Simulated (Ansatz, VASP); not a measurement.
# One calculation of BaCd3Se4, two programs

```xyz
8
Lattice="6.4818 -0.0202 -0.0017 -0.0207 6.4748 0.0041 -0.0017 0.0041 6.4729" Properties=species:S:1:pos:R:3 pbc="T T T"
Ba   -0.0123    6.4734   -0.0256
Cd   -0.0172    3.2397    3.2329
Cd    3.2302    3.2272    0.0169
Cd    3.2198    6.4670    3.2432
Se    4.6947    4.6987    1.7801
Se    4.6866    1.7745    4.7035
Se    1.7717    4.6804    4.6983
Se    1.7629    1.7649    1.7844
```

Change from the starting cell: cell x1, atoms moved at random (sigma 0.15 Å) and cell strained at random (1.5 %), then relaxed without symmetry.

Alike in both runs: functional PBE; k mesh 2 × 2 × 2; occupations gaussian, width 0.1 eV; no spin polarisation.

Ansatz relaxed the structure, and its values are those at the end. VASP's run is a single point on that final structure, the one shown.

|  | VASP | Ansatz |
| --- | --- | --- |
| version | VASP 6.6.1 | Ansatz 0.2.0 |
| potentials or method | VASP PAW PBE potentials, release 64 (Ba_sv, Cd, Se), cutoff 520 eV | scalar-relativistic, plane waves, PAW |
| valence electrons in the cell | 70 | 134 |

|  | VASP | Ansatz | Ansatz less VASP |
| --- | --- | --- | --- |
| gap on the k mesh at the Fermi level (eV) | 0.75 | 0.75 | +0.002 |
| least direct gap on the mesh (eV) | 0.85 | 0.85 | +0.004 |
| pressure (GPa) | 0.3 | 0.0 | -0.30 |
| rms of the force components (eV/Å) | 0.022 | 0.004 | -0.0179 |

VASP's potentials hold 70 valence electrons a cell and Ansatz's 134, so a difference there can come from the potentials and not from the codes.

The k mesh is coarse, so the values compare programs but aren't converged. Neither program's run includes spin-orbit coupling.
